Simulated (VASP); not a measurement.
# Hf (P6/mmm) in VASP: notebook, part 2 of 2

VASP 6.6.1.

**4. Single point, PBEsol (18.81 Å³/atom)**

This run uses another cell than the first one, of 18.81 Å³/atom.

Input file INCAR:

```
PREC = Accurate
ENCUT = 520
EDIFF = 1E-7
ISMEAR = 0
SIGMA = 0.05
LREAL = F
LASPH = T
NELM = 80
ALGO = Fast
ISIF = 2
LWAVE = F
LCHARG = T
GGA = PS
LELF = T
LVHAR = T
NBANDS = 22
```

Input file KPOINTS:

```
regular mesh
0
Gamma
  10 10 14
```

Input file POSCAR:

```
Hf
1.0
    4.7104609653      0.0000000000      0.0000000000
   -2.3552304827      4.0793788595      0.0000000000
    0.0000000000      0.0000000000      2.9369500168
Hf
3
Direct
    0.6666666667      0.3333333333      0.5000000000
    0.3333333333      0.6666666667      0.5000000000
    0.0000000000      0.0000000000      0.0000000000
```

Potentials or basis: VASP PAW PBE potentials, release 64 (Hf_pv).

On the command line:

```sh
> cat potpaw_PBE.64/Hf_pv/POTCAR > POTCAR
> mpirun -np 1 vasp_std > vasp.out
```

OUTCAR:

```text
PREC = Accurate
   ENCUT = 520
   EDIFF = 1E-7
   ISMEAR = 0
   LREAL = F
   LASPH = T
   NELM = 80
   ISIF = 2
   GGA = PS

 ion  position               nearest neighbor table
   1  0.667  0.333  0.500-   2 2.72   2 2.72   2 2.72   3 3.09   3 3.09   3 3.09   3 3.09   3 3.09
                             3 3.09
   2  0.333  0.667  0.500-   1 2.72   1 2.72   1 2.72   3 3.09   3 3.09   3 3.09   3 3.09   3 3.09
                             3 3.09
   3  0.000  0.000  0.000-   1 3.09   2 3.09   1 3.09   2 3.09   1 3.09   1 3.09   2 3.09   2 3.09
                             1 3.09   1 3.09   2 3.09   2 3.09

  LATTYP: Found a hexagonal cell.
 ALAT       =     4.7104609653
 C/A-ratio  =     0.6234952457

  Lattice vectors:

 A1 = (   4.7104609653,   0.0000000000,   0.0000000000)
 A2 = (  -2.3552304827,   4.0793788595,   0.0000000000)
 A3 = (   0.0000000000,   0.0000000000,   2.9369500168)

Analysis of symmetry for initial positions (statically):
=====================================================================
 Subroutine PRICEL returns:
 Original cell was already a primitive cell.

 Routine SETGRP: Setting up the symmetry group for a
 hexagonal supercell.

 Subroutine GETGRP returns: Found 24 space group operations
 (whereof 24 operations were pure point group operations)
 out of a pool of 24 trial point group operations.

The static configuration has the point symmetry D_6h.

Analysis of symmetry for dynamics (positions and initial velocities):
=====================================================================
 Subroutine PRICEL returns:
 Original cell was already a primitive cell.

 Routine SETGRP: Setting up the symmetry group for a
 hexagonal supercell.

 Subroutine GETGRP returns: Found 24 space group operations
 (whereof 24 operations were pure point group operations)
 out of a pool of 24 trial point group operations.

The dynamic configuration has the point symmetry D_6h.

 Subroutine INISYM returns: Found 24 space group operations
 (whereof 24 operations are pure point group operations),
 and found     1 'primitive' translations

----------------------------------------------------------------------------------------

                                     Primitive cell

  volume of cell :      56.4357

  direct lattice vectors                    reciprocal lattice vectors
     4.710460965  0.000000000  0.000000000     0.212293448  0.122567679  0.000000000
    -2.355230483  4.079378860  0.000000000     0.000000000  0.245135359  0.000000000
     0.000000000  0.000000000  2.936950017     0.000000000  0.000000000  0.340489281

  length of vectors
     4.710460965  4.710460965  2.936950017     0.245135359  0.245135359  0.340489281

  position of ions in fractional coordinates (direct lattice)
     0.666666667  0.333333333  0.500000000
     0.333333333  0.666666667  0.500000000
     0.000000000  0.000000000  0.000000000

  ion indices of the primitive-cell ions
   primitive index   ion index
                 1           1
                 2           2
                 3           3

----------------------------------------------------------------------------------------

 KPOINTS: regular mesh

Automatic generation of k-mesh.
 Grid dimensions read from file:
 generate k-points for:   10   10   14

 Generating k-lattice:

  Cartesian coordinates                     Fractional coordinates (reciprocal lattice)
     0.021229345  0.012256768  0.000000000     0.100000000  0.000000000  0.000000000
     0.000000000  0.024513536  0.000000000     0.000000000  0.100000000  0.000000000
     0.000000000  0.000000000  0.024320663     0.000000000  0.000000000  0.071428571

  Length of vectors
     0.024513536  0.024513536  0.024320663

  Shift w.r.t. Gamma in fractional coordinates (k-lattice)
     0.000000000  0.000000000  0.000000000

 Subroutine IBZKPT returns following result:
 ===========================================

 Found    112 irreducible k-points:

 Following reciprocal coordinates:
            Coordinates               Weight
  0.000000  0.000000  0.000000      1.000000
  0.100000  0.000000  0.000000      6.000000
  0.200000  0.000000  0.000000      6.000000
  0.300000  0.000000  0.000000      6.000000
  0.400000  0.000000  0.000000      6.000000
  0.500000  0.000000  0.000000      3.000000
[... 16 lines left out ...]
  0.300000  0.100000  0.071429     24.000000
  0.400000  0.100000  0.071429     24.000000
 [... further k-points ...]
   k-points           NKPTS =    112   k-points in BZ     NKDIM =    112   number of bands    NBANDS=     22
   number of dos      NEDOS =    301   number of ions     NIONS =      3
   total plane-waves  NPLWV =  31104
   dimension x,y,z NGX =    36 NGY =   36 NGZ =   24
   dimension x,y,z NGXF=    72 NGYF=   72 NGZF=   48
   ions per type =               3
   NGX,Y,Z   is equivalent  to a cutoff of  12.71, 12.71, 13.59 a.u.
   NGXF,Y,Z  is equivalent  to a cutoff of  25.41, 25.41, 27.17 a.u.
 SYSTEM =  unknown system
   PREC   = accura    normal or accurate (medium, high low for compatibility)
   ISTART =      0    job   : 0-new  1-cont  2-samecut
   ICHARG =      2    charge: 1-file 2-atom 10-const
   ISPIN  =      1    spin polarized calculation?
   LNONCOLLINEAR =      F non collinear calculations
   LSORBIT =      F    spin-orbit coupling
   LASPH  =      T    aspherical Exc in radial PAW
   ENCUT  =  520.0 eV  38.22 Ry    6.18 a.u.   8.76  8.76  5.46*2*pi/ulx,y,z
   NELM   =     80;   NELMIN=  2; NELMDL= -5     # of ELM steps
   EDIFF  = 0.1E-06   stopping-criterion for ELM
   LREAL  =      F    real-space projection
   EDIFFG = 0.1E-05   stopping-criterion for IOM
   NSW    =      0    number of steps for IOM
   IBRION =     -1    ionic relax: 0-MD 1-quasi-New 2-CG
   NFREE  =      0    steps in history (QN), initial steepest desc. (CG)
   ISIF   =      2    stress and relaxation
   ISYM   =      2    0-nonsym 1-usesym 2-fastsym
   POTIM  = 0.5000    time-step for ionic-motion
   TEBEG  =    0.0;   TEEND  =   0.0 temperature during run
   PSTRESS=    0.0 pullay stress
   NELECT =      30.0000    total number of electrons
   NUPDOWN=      -1.0000    fix difference up-down
   EMIN   =  10.00;   EMAX   =-10.00  energy-range for DOS
   EFERMI =   0.00;   METHOD = LEGACY
   ISMEAR =     0;   SIGMA  =   0.05  broadening in eV -4-tet -1-fermi 0-gaus
   EFERMI_NEDOS =   21; number of points for ismear=-14 and -15
   IALGO  =     68    algorithm
   IMIX   =      4    mixing-type and parameters
     AMIX     =   0.40;   BMIX     =  1.00
     AMIX_MAG =   1.60;   BMIX_MAG =  1.00
  volume/ion in A,a.u.               =      18.81       126.95
  Fermi-wavevector in a.u.,A,eV,Ry     =   1.326164  2.506087 23.928717  1.758711
  Thomas-Fermi vector in A             =   2.455571
   LORBIT       =      0    0 simple, 1 ext, 2 COOP (PROOUT), +10 PAW based schemes
   GGA     = PS    functional components
   LHFCALC =     F    Hartree Fock is set to
   AEXX    =    0.0000 exact exchange contribution
   IVDW    =     0    specifies the selected vdW correction
   LEPSILON=     F    determine dielectric tensor
   LRPA    =     F    only Hartree local field effects (RPA)
 non-spin polarized calculation
 RMM-DIIS sequential band-by-band and
 Gauss-broadening in eV      SIGMA  =   0.05
  energy-cutoff  :      520.00
  volume of cell :       56.44
 maximum number of plane-waves:      1541
 NGX is ok and might be reduce to    36
   NGX = 17   NGY = 17   NGZ = 11

 number of electron      29.9999999 magnetization

 Free energy of the ion-electron system (eV)
  ---------------------------------------------------
  ext. energy  EPLUGINS =         0.00000000
  ---------------------------------------------------
  free energy    TOTEN  =       -31.02175353 eV

  energy without entropy =      -31.01767208  energy(sigma->0) =      -31.01971281

 E-fermi :   5.8393     XC(G=0): -12.2079

 val. band max:        5.8378416881   @ k =   0.4000   0.2000   0.1429
 cond. band min:       5.8497431651   @ k =   0.2000   0.2000   0.0714
 fundamental gap:      0.0119014770
 Fermi energy:         5.8392658013

 k-point     1 :       0.0000    0.0000    0.0000
  band No.  band energies     occupation
      1     -24.7037      2.00000
      2     -24.7037      2.00000
      3     -24.5715      2.00000
      4     -24.5715      2.00000
      5     -23.9641      2.00000
      6     -23.6155      2.00000
[... 14 lines left out ...]
     21       9.0130      0.00000
     22       9.0161      0.00000
[... 552 lines left out ...]
  band No.  band energies     occupation
      1     -25.0374      2.00000
      2     -24.6073      2.00000
      3     -24.4277      2.00000
      4     -24.0801      2.00000
      5     -23.8797      2.00000
      6     -23.8143      2.00000
[... 14 lines left out ...]
     21       9.4220      0.00000
     22      10.6506      0.00000

 [... further k-points ...]
[... 5 lines left out ...]
  --------------------------------------------------------------------------------------
  -------------------------------------------------------------------------------------
  Total        6.2782732      6.2782732      6.4344084     -0.0000000      0.0000000      0.0000000
  in kB      178.2365580    178.2365580    182.6691456     -0.0000000      0.0000000      0.0000000
  external PRESSURE =     179.7140872 kB  Pullay stress =       0.0000000 kB

 VOLUME and BASIS-vectors are now :
 -----------------------------------------------------------------------------
  energy-cutoff  :      520.00
  volume of cell :       56.44
      direct lattice vectors                 reciprocal lattice vectors
     4.710460965  0.000000000  0.000000000     0.212293448  0.122567679  0.000000000
    -2.355230483  4.079378860  0.000000000     0.000000000  0.245135359  0.000000000
     0.000000000  0.000000000  2.936950017     0.000000000  0.000000000  0.340489281

 POSITION                                       TOTAL-FORCE (eV/Angst)
 -----------------------------------------------------------------------------------
      2.35523      1.35979      1.46848        -0.000000     -0.000000      0.000000
     -0.00000      2.71959      1.46848         0.000000      0.000000     -0.000000
      0.00000      0.00000      0.00000         0.000000      0.000000      0.000000
 -----------------------------------------------------------------------------------
    total drift:                                0.000000     -0.000000     -0.000000

  FREE ENERGIE OF THE ION-ELECTRON SYSTEM (eV)
  ---------------------------------------------------
  free  energy   TOTEN  =       -31.0217535304 eV

  energy  without entropy=      -31.0176720845  energy(sigma->0) =      -31.01971281
```

Run time: 53 s. Hardware: 1 thread of Intel Xeon 6975P-C (Granite Rapids), shared host; peak memory 0.24 GiB.

Results:

```
Free energy            : -31.0218 eV
Pressure               : 18.0 GPa
Band gap on the k mesh : zero (bands 15 and 16 overlap by 1.04 eV)
```

Caveat: the cell stands under pressure; the PAW data sets were made with another functional, which shifts forces and pressure a little; spin-orbit coupling is left out, which moves the levels of the heavy elements.

**5. The runs side by side**

```tsv
cell	k mesh	further INCAR settings	gap on the mesh (eV)	pressure (GPa)
a = 4.638, b = 4.638, c = 2.892 Å, angles 90.0, 90.0, 120.0°, 3 atoms	10 × 10 × 14	ALGO = Fast; EDIFF = 1e-06; NBANDS = 22	none	26.8
a = 4.919, b = 4.919, c = 3.061 Å, angles 90.0, 90.0, 120.0°, 3 atoms	10 × 10 × 12	ALGO = Fast; EDIFF = 1e-07; NBANDS = 22	none	-0.4
a = 4.710, b = 4.710, c = 2.937 Å, angles 90.0, 90.0, 120.0°, 3 atoms	10 × 10 × 14	ALGO = Fast; EDIFF = 1e-07; NBANDS = 22	none	18.0
```

Alike in all rows: task single point; level PBEsol; potentials or basis VASP PAW PBE potentials, release 64 (Hf_pv); no spin polarisation; cutoff (eV) 520; smearing gaussian 0.05 eV.

Caveats: the PAW data sets were made with another functional, which shifts forces and pressure a little; spin-orbit coupling is left out, which moves the levels of the heavy elements; the cell stands under pressure (at least some runs).

Total energies depend on the potentials used, so only differences within one code and one set of settings carry meaning.
